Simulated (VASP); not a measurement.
Au, 1 atom in the cell. The structure is cubic, space group Im-3m (No. 229). Conventional cell: a = 3.295 Å, b = 3.295 Å, c = 3.295 Å, α = 90.00°, β = 90.00°, γ = 90.00°. Within 3.8 Å of Au (site symmetry m-3m) lie 14 Au at 2.85 to 3.30 Å. 

```yaml
Program: VASP 6.6.1
Task: relaxation of cell and atoms
Functional: PBE
Potentials_or_basis: VASP PAW PBE potentials, release 64 (Au)
Cutoff: 600 eV
k_mesh: 16 × 16 × 16
Occupations: fermi-dirac, width 0.08 eV
Spin: no spin polarisation
Target_pressure: 0.86 GPa
Dipole_correction: no
Further_INCAR_settings: ALGO = Normal; EDIFF = 1e-06; IBRION = 2; EDIFFG = -0.005; NSW = 32; ISIF = 3
```

Potentials or basis: VASP PAW PBE potentials, release 64 (Au).

Launch:

```console
$ cat potpaw_PBE.64/Au/POTCAR > POTCAR
$ mpirun -np 1 vasp_std > vasp.out
```

Hardware: 1 thread of Intel(R) Xeon(R) 6975P-C (Granite Rapids), on a shared host.

How long does it take, and how much memory?

Wall time 13 s on 1 thread of Intel(R) Xeon(R) 6975P-C (Granite Rapids) (shared host), peak memory 0.16 GiB. Counts: scf iterations 21, k points 145, ion steps 3.
